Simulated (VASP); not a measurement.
# MnSi (P2_13) in VASP: single point with PBE

Aim: the single point of MnSi with PBE.

Program: VASP 6.6.1. These are calculated values, not measurements. Logs are shortened: lines on timing, memory, paths and dates and some standing lists are left out, and cuts for length are marked.

**1. The cell of the first run**

Symmetry: P2_13, No. 198, cubic system. Conventional cell: a = 4.518 Å, b = 4.518 Å, c = 4.518 Å, α = 90.00°, β = 90.00°, γ = 90.00°. Mn (site symmetry 3) has 7 Si at 2.28 to 2.53 Å and 6 Mn at 2.77 Å within 3.0 Å. Within 3.0 Å of Si (site symmetry 3) lie 7 Mn at 2.28 to 2.53 Å and 6 Si at 2.79 Å.

**2. Single point, PBE, collinear spin, ferromagnetic start**

File INCAR:

```
SYSTEM = MnSi
ALGO = Normal ; EDIFF = 1E-6
ENCUT = 520 ; GGA = PE
ISIF = 2 ; ISMEAR = 0
ISPIN = 2 ; LASPH = .True.
LCHARG = .False. ; LMAXMIX = 4
LORBIT = 11 ; LREAL = .False.
LWAVE = .False. ; MAGMOM = 3.5 3.5 3.5 3.5 0 0 0 0
NBANDS = 48 ; NELM = 150
PREC = Accurate ; SIGMA = 0.05
```

File KPOINTS:

```
k-points
0
Gamma
  8 8 8
  0 0 0
```

File POSCAR:

```
MnSi
1.0
    4.5181925642      0.0000000000      0.0000000000
    0.0000000000      4.5181925642      0.0000000000
    0.0000000000      0.0000000000      4.5181925642
Mn Si
4 4
Direct
    0.1363674733      0.1363674733      0.1363674733
    0.3636325267      0.8636325267      0.6363674733
    0.6363674733      0.3636325267      0.8636325267
    0.8636325267      0.6363674733      0.3636325267
    0.8451638357      0.8451638357      0.8451638357
    0.6548361643      0.1548361643      0.3451638357
    0.3451638357      0.6548361643      0.1548361643
    0.1548361643      0.3451638357      0.6548361643
```

Potentials or basis: VASP PAW PBE potentials, release 64 (Mn_pv, Si).

Launch:

```sh
cat potpaw_PBE.64/Mn_pv/POTCAR potpaw_PBE.64/Si/POTCAR > POTCAR
mpirun -np 1 vasp_std > vasp.out
```

OUTCAR:

```text
SYSTEM = MnSi
   EDIFF = 1E-6
   ENCUT = 520
   GGA = PE
   ISIF = 2
   ISMEAR = 0
   ISPIN = 2
   LASPH = .True.
   LORBIT = 11
   LREAL = .False.
   NELM = 150
   PREC = Accurate

 ion  position               nearest neighbor table
   1  0.136  0.136  0.136-   5 2.28   6 2.37   7 2.37   8 2.37   7 2.53   8 2.53   6 2.53   3 2.77
                             4 2.77   2 2.77   2 2.77   4 2.77   3 2.77
   2  0.364  0.864  0.636-   6 2.28   5 2.37   7 2.37   8 2.37   7 2.53   8 2.53   5 2.53   1 2.77
                             1 2.77   3 2.77   3 2.77   4 2.77   4 2.77
   3  0.636  0.364  0.864-   7 2.28   8 2.37   5 2.37   6 2.37   8 2.53   6 2.53   5 2.53   1 2.77
                             4 2.77   2 2.77   2 2.77   4 2.77   1 2.77
   4  0.864  0.636  0.364-   8 2.28   7 2.37   5 2.37   6 2.37   6 2.53   5 2.53   7 2.53   1 2.77
                             3 2.77   2 2.77   1 2.77   2 2.77   3 2.77
   5  0.845  0.845  0.845-   1 2.28   2 2.37   3 2.37   4 2.37   3 2.53   4 2.53   2 2.53   7 2.79
                             8 2.79   8 2.79   7 2.79   6 2.79   6 2.79
   6  0.655  0.155  0.345-   2 2.28   1 2.37   3 2.37   4 2.37   3 2.53   4 2.53   1 2.53   7 2.79
                             7 2.79   8 2.79   8 2.79   5 2.79   5 2.79
   7  0.345  0.655  0.155-   3 2.28   4 2.37   1 2.37   2 2.37   4 2.53   2 2.53   1 2.53   5 2.79
                             6 2.79   6 2.79   5 2.79   8 2.79   8 2.79
   8  0.155  0.345  0.655-   4 2.28   3 2.37   1 2.37   2 2.37   2 2.53   1 2.53   3 2.53   5 2.79
                             5 2.79   6 2.79   6 2.79   7 2.79   7 2.79

  LATTYP: Found a simple cubic cell.
 ALAT       =     4.5181925642

  Lattice vectors:

 A1 = (   4.5181925642,   0.0000000000,   0.0000000000)
 A2 = (   0.0000000000,   4.5181925642,   0.0000000000)
 A3 = (   0.0000000000,   0.0000000000,   4.5181925642)

Analysis of symmetry for initial positions (statically):
=====================================================================
 Subroutine PRICEL returns:
 Original cell was already a primitive cell.

 Routine SETGRP: Setting up the symmetry group for a
 simple cubic supercell.

 Subroutine GETGRP returns: Found 12 space group operations
 (whereof  3 operations were pure point group operations)
 out of a pool of 48 trial point group operations.

The static configuration has the point symmetry C_3 .
 The point group associated with its full space group is T   .

Analysis of symmetry for dynamics (positions and initial velocities):
=====================================================================
 Subroutine PRICEL returns:
 Original cell was already a primitive cell.

 Routine SETGRP: Setting up the symmetry group for a
 simple cubic supercell.

 Subroutine GETGRP returns: Found 12 space group operations
 (whereof  3 operations were pure point group operations)
 out of a pool of 48 trial point group operations.

The dynamic configuration has the point symmetry C_3 .
 The point group associated with its full space group is T   .

Analysis of structural, dynamic, and magnetic symmetry:
=====================================================================
 Subroutine PRICEL returns:
 Original cell was already a primitive cell.

 Routine SETGRP: Setting up the symmetry group for a
 simple cubic supercell.

 Subroutine GETGRP returns: Found 12 space group operations
 (whereof  3 operations were pure point group operations)
 out of a pool of 48 trial point group operations.

The overall configuration has the point symmetry C_3 .
 The point group associated with its full space group is T   .

 Subroutine INISYM returns: Found 12 space group operations
 (whereof  3 operations are pure point group operations),
 and found     1 'primitive' translations

----------------------------------------------------------------------------------------

                                     Primitive cell

  volume of cell :      92.2347

  direct lattice vectors                    reciprocal lattice vectors
     4.518192564  0.000000000  0.000000000     0.221327441  0.000000000  0.000000000
     0.000000000  4.518192564  0.000000000     0.000000000  0.221327441  0.000000000
     0.000000000  0.000000000  4.518192564     0.000000000  0.000000000  0.221327441

  length of vectors
     4.518192564  4.518192564  4.518192564     0.221327441  0.221327441  0.221327441

  position of ions in fractional coordinates (direct lattice)
     0.136367473  0.136367473  0.136367473
     0.363632527  0.863632527  0.636367473
     0.636367473  0.363632527  0.863632527
     0.863632527  0.636367473  0.363632527
     0.845163836  0.845163836  0.845163836
     0.654836164  0.154836164  0.345163836
     0.345163836  0.654836164  0.154836164
     0.154836164  0.345163836  0.654836164

  ion indices of the primitive-cell ions
   primitive index   ion index
                 1           1
                 2           2
                 3           3
                 4           4
                 5           5
                 6           6
                 7           7
                 8           8

----------------------------------------------------------------------------------------

 KPOINTS: k-points

Automatic generation of k-mesh.
 Grid dimensions read from file:
 generate k-points for:    8    8    8

 Generating k-lattice:

  Cartesian coordinates                     Fractional coordinates (reciprocal lattice)
     0.027665930  0.000000000  0.000000000     0.125000000  0.000000000  0.000000000
     0.000000000  0.027665930  0.000000000     0.000000000  0.125000000  0.000000000
     0.000000000  0.000000000  0.027665930     0.000000000  0.000000000  0.125000000

  Length of vectors
     0.027665930  0.027665930  0.027665930

  Shift w.r.t. Gamma in fractional coordinates (k-lattice)
     0.000000000  0.000000000  0.000000000

 Subroutine IBZKPT returns following result:
 ===========================================

 Found     45 irreducible k-points:

 Following reciprocal coordinates:
            Coordinates               Weight
  0.000000  0.000000  0.000000      1.000000
  0.125000  0.000000  0.000000      6.000000
  0.250000  0.000000  0.000000      6.000000
  0.375000  0.000000  0.000000      6.000000
  0.500000  0.000000  0.000000      3.000000
  0.125000  0.125000  0.000000     12.000000
[... 16 lines left out ...]
  0.250000  0.125000  0.125000     24.000000
  0.375000  0.125000  0.125000     24.000000
 [... further k-points ...]
   k-points           NKPTS =     45   k-points in BZ     NKDIM =     45   number of bands    NBANDS=     48
   number of dos      NEDOS =    301   number of ions     NIONS =      8
   total plane-waves  NPLWV =  46656
   dimension x,y,z NGX =    36 NGY =   36 NGZ =   36
   dimension x,y,z NGXF=    72 NGYF=   72 NGZF=   72
   ions per type =               4   4
   NGX,Y,Z   is equivalent  to a cutoff of  13.25, 13.25, 13.25 a.u.
   NGXF,Y,Z  is equivalent  to a cutoff of  26.49, 26.49, 26.49 a.u.
 SYSTEM =  MnSi
   PREC   = accura    normal or accurate (medium, high low for compatibility)
   ISTART =      0    job   : 0-new  1-cont  2-samecut
   ICHARG =      2    charge: 1-file 2-atom 10-const
   ISPIN  =      2    spin polarized calculation?
   LNONCOLLINEAR =      F non collinear calculations
   LSORBIT =      F    spin-orbit coupling
   LASPH  =      T    aspherical Exc in radial PAW
   ENCUT  =  520.0 eV  38.22 Ry    6.18 a.u.   8.40  8.40  8.40*2*pi/ulx,y,z
   NELM   =    150;   NELMIN=  2; NELMDL= -5     # of ELM steps
   EDIFF  = 0.1E-05   stopping-criterion for ELM
   LREAL  =      F    real-space projection
   EDIFFG = 0.1E-04   stopping-criterion for IOM
   NSW    =      0    number of steps for IOM
   IBRION =     -1    ionic relax: 0-MD 1-quasi-New 2-CG
   NFREE  =      0    steps in history (QN), initial steepest desc. (CG)
   ISIF   =      2    stress and relaxation
   ISYM   =      2    0-nonsym 1-usesym 2-fastsym
   POTIM  = 0.5000    time-step for ionic-motion
   TEBEG  =    0.0;   TEEND  =   0.0 temperature during run
   PSTRESS=    0.0 pullay stress
   NELECT =      68.0000    total number of electrons
   NUPDOWN=      -1.0000    fix difference up-down
   EMIN   =  10.00;   EMAX   =-10.00  energy-range for DOS
   EFERMI =   0.00;   METHOD = LEGACY
   ISMEAR =     0;   SIGMA  =   0.05  broadening in eV -4-tet -1-fermi 0-gaus
   EFERMI_NEDOS =   21; number of points for ismear=-14 and -15
   IALGO  =     38    algorithm
   IMIX   =      4    mixing-type and parameters
     AMIX     =   0.40;   BMIX     =  1.00
     AMIX_MAG =   1.60;   BMIX_MAG =  1.00
  volume/ion in A,a.u.               =      11.53        77.80
  Fermi-wavevector in a.u.,A,eV,Ry     =   1.478926  2.794765 29.758957  2.187222
  Thomas-Fermi vector in A             =   2.593147
   LORBIT       =     11    0 simple, 1 ext, 2 COOP (PROOUT), +10 PAW based schemes
   GGA     = PE    functional components
   LHFCALC =     F    Hartree Fock is set to
   AEXX    =    0.0000 exact exchange contribution
   IVDW    =     0    specifies the selected vdW correction
   LEPSILON=     F    determine dielectric tensor
   LRPA    =     F    only Hartree local field effects (RPA)
 spin polarized calculation
 Gauss-broadening in eV      SIGMA  =   0.05
  energy-cutoff  :      520.00
  volume of cell :       92.23
 maximum number of plane-waves:      2517
 NGX is ok and might be reduce to    36
   NGX = 17   NGY = 17   NGZ = 17

 number of electron      68.0000000 magnetization      14.0000000

 number of electron      68.0000033 magnetization       3.9721928

 Free energy of the ion-electron system (eV)
  ---------------------------------------------------
  ext. energy  EPLUGINS =         0.00000000
  ---------------------------------------------------
  free energy    TOTEN  =       -61.43588830 eV

  energy without entropy =      -61.43258983  energy(sigma->0) =      -61.43423906

 E-fermi :  11.1262     XC(G=0): -12.8203

 val. band max:       11.1160341988   @ k =   0.5000   0.3750   0.3750
 cond. band min:      11.1710053581   @ k =   0.3750   0.3750   0.0000
 fundamental gap:      0.0549711593
 Fermi energy:        11.1262234266

 spin component 1

 k-point     1 :       0.0000    0.0000    0.0000
  band No.  band energies     occupation
      1     -37.2747      1.00000
      2     -37.2747      1.00000
      3     -37.2747      1.00000
      4     -37.2012      1.00000
      5     -37.2012      1.00000
      6     -37.1966      1.00000
[... 38 lines left out ...]
     45      15.3139      0.00000
     46      15.3139      0.00000
[... 1086 lines left out ...]
      6     -37.2033      1.00000
[... 38 lines left out ...]
     45      15.2800      0.00000
     46      16.0779      0.00000

 [... further k-points ...]

 spin component 2

 k-point     1 :       0.0000    0.0000    0.0000
  band No.  band energies     occupation
      1     -36.2630      1.00000
      2     -36.2630      1.00000
      3     -36.2630      1.00000
      4     -36.1762      1.00000
      5     -36.0459      1.00000
      6     -36.0459      1.00000
[... 38 lines left out ...]
     45      15.9466      0.00000
     46      15.9466      0.00000
[... 1086 lines left out ...]
      6     -36.0600      1.00000
[... 38 lines left out ...]
     45      15.7498      0.00000
     46      16.4294      0.00000

 [... further k-points ...]

 [bands above 46 left out]

------------------------ aborting loop because EDIFF is reached ----------------------------------------

  FORCE on cell =-STRESS in cart. coord.  units (eV):
  Direction    XX          YY          ZZ          XY          YZ          ZX
  --------------------------------------------------------------------------------------
  -------------------------------------------------------------------------------------
  Total       -0.0205987     -0.0205987     -0.0205987     -0.0000000      0.0000000      0.0000000
  in kB       -0.3578125     -0.3578125     -0.3578125     -0.0000000      0.0000000      0.0000000
  external PRESSURE =      -0.3578125 kB  Pullay stress =       0.0000000 kB

 VOLUME and BASIS-vectors are now :
 -----------------------------------------------------------------------------
  energy-cutoff  :      520.00
  volume of cell :       92.23
      direct lattice vectors                 reciprocal lattice vectors
     4.518192564  0.000000000  0.000000000     0.221327441  0.000000000  0.000000000
     0.000000000  4.518192564  0.000000000     0.000000000  0.221327441  0.000000000
     0.000000000  0.000000000  4.518192564     0.000000000  0.000000000  0.221327441

 POSITION                                       TOTAL-FORCE (eV/Angst)
 -----------------------------------------------------------------------------------
      0.61613      0.61613      0.61613         0.008059      0.008059      0.008059
      1.64296      3.90206      2.87523        -0.008059     -0.008059      0.008059
      2.87523      1.64296      3.90206         0.008059     -0.008059     -0.008059
      3.90206      2.87523      1.64296        -0.008059      0.008059     -0.008059
      3.81861      3.81861      3.81861        -0.001384     -0.001384     -0.001384
      2.95868      0.69958      1.55952         0.001384      0.001384     -0.001384
      1.55952      2.95868      0.69958        -0.001384      0.001384      0.001384
      0.69958      1.55952      2.95868         0.001384     -0.001384      0.001384
 -----------------------------------------------------------------------------------
    total drift:                               -0.000001     -0.000001      0.000000

  FREE ENERGIE OF THE ION-ELECTRON SYSTEM (eV)
  ---------------------------------------------------
  free  energy   TOTEN  =       -61.4358882987 eV

  energy  without entropy=      -61.4325898291  energy(sigma->0) =      -61.43423906

 total charge

# of ion       s       p       d       tot
------------------------------------------
    1        0.334   6.388   5.289  12.011
    2        0.334   6.388   5.289  12.011
    3        0.334   6.388   5.289  12.011
    4        0.334   6.388   5.289  12.011
    5        0.744   0.905   0.000   1.649
    6        0.744   0.905   0.000   1.649
    7        0.744   0.905   0.000   1.649
    8        0.744   0.905   0.000   1.649
--------------------------------------------------
tot          4.310  29.176  21.156  54.642

 magnetization (x)

# of ion       s       p       d       tot
------------------------------------------
    1        0.001   0.007   1.044   1.052
    2        0.001   0.007   1.044   1.052
    3        0.001   0.007   1.044   1.052
    4        0.001   0.007   1.044   1.052
    5       -0.013  -0.036   0.000  -0.048
    6       -0.013  -0.036   0.000  -0.048
    7       -0.013  -0.036   0.000  -0.048
    8       -0.013  -0.036   0.000  -0.048
--------------------------------------------------
tot         -0.049  -0.113   4.177   4.016
```

Run time: 5 min. Hardware: 1 thread of Intel Xeon Platinum 8488C (Sapphire Rapids), shared host; peak memory 0.4 GiB.

What came out:

```
Free energy                                           : -61.4359 eV
Pressure                                              : 0.0 GPa
Largest force                                         : 0.014 eV/Å
Band gap on the k mesh                                : zero (filled and empty bands overlap)
Net moment                                            : 3.97 μB per cell
Site moments                                          : Mn +1.05; Si -0.05 μB
Valence electrons inside the program's atomic spheres : Mn 12.01; Si 1.65
```

Forces in eV/Å, atoms in the order of the input:
```
Mn   0.008  0.008  0.008
Mn  -0.008 -0.008  0.008
Mn   0.008 -0.008 -0.008
Mn  -0.008  0.008 -0.008
Si  -0.001 -0.001 -0.001
Si   0.001  0.001 -0.001
Si  -0.001  0.001  0.001
Si   0.001 -0.001  0.001
```

Levels at points of the mesh, in eV from the Fermi level:
Spin up:
```csv
k point,band 33,band 34,band 35,band 36,band 37,band 38,band 39,band 40
"(0.00, 0.00, 0.00)",-0.38,-0.38,-0.31,-0.31,0.77,0.77,0.77,2.99
"(0.50, 0.00, 0.00)",-0.62,-0.62,-0.12,-0.12,0.30,0.30,1.83,1.83
"(0.50, 0.50, 0.00)",-1.04,-1.04,-0.58,-0.58,0.76,0.76,1.32,1.32
"(0.50, 0.50, 0.50)",-0.70,-0.70,-0.70,-0.70,0.62,0.62,0.62,0.62
```
Spin down:
| k point | band 30 | band 31 | band 32 | band 33 | band 34 | band 35 |
| --- | --- | --- | --- | --- | --- | --- |
| (0.00, 0.00, 0.00) | -1.40 | -1.40 | 0.67 | 0.67 | 0.67 | 1.00 |
| (0.50, 0.00, 0.00) | -1.19 | -0.41 | -0.41 | 0.61 | 0.61 | 0.90 |
| (0.50, 0.50, 0.00) | -0.61 | -0.50 | -0.50 | -0.26 | -0.26 | 0.61 |
| (0.50, 0.50, 0.50) | 0.07 | 0.07 | 0.07 | 0.25 | 0.25 | 0.25 |
